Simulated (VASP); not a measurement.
Runs of VASP 6.6.1 on CdF2. The structure is that of space group Fm-3m (No. 225), or close to it. The cells are those of the table. 

```tsv
potentials or basis	cell	cutoff (eV)	second run	gap on the mesh (eV)	pressure (GPa)
VASP PAW LDA potentials, release 64 (Cd, F)	a = 3.810 Å, angles 60.0°, 3 atoms	520	-	2.82	-4.7
VASP PAW LDA potentials, release 64 (Cd, F)	a = 3.705 Å, angles 60.0°, 3 atoms	520	-	(c)	(b)
VASP PAW LDA potentials, release 64 (Cd_sv_GW, F)	a = 3.758 Å, angles 60.0°, 3 atoms	600	valence_matched	2.98	-1.8
VASP PAW LDA potentials, release 64 (Cd, F)	a = 3.957 Å, angles 60.0°, 3 atoms	520	-	2.43	-13.5
VASP PAW LDA potentials, release 64 (Cd, F)	a = 3.860 Å, angles 60.0°, 3 atoms	520	-	(a)	-8.4
```

Alike in all rows: task single point; level LDA; no spin polarisation; k mesh 6 × 6 × 6; smearing methfessel-paxton 0.01 eV.

Q: Fill in the values left out.

A: (a) 2.68; (b) 5.9; (c) 3.11.

A k mesh can miss the band edges, and the runs leave out spin-orbit coupling on Cd.

The runs don't all hold the same shells in valence.
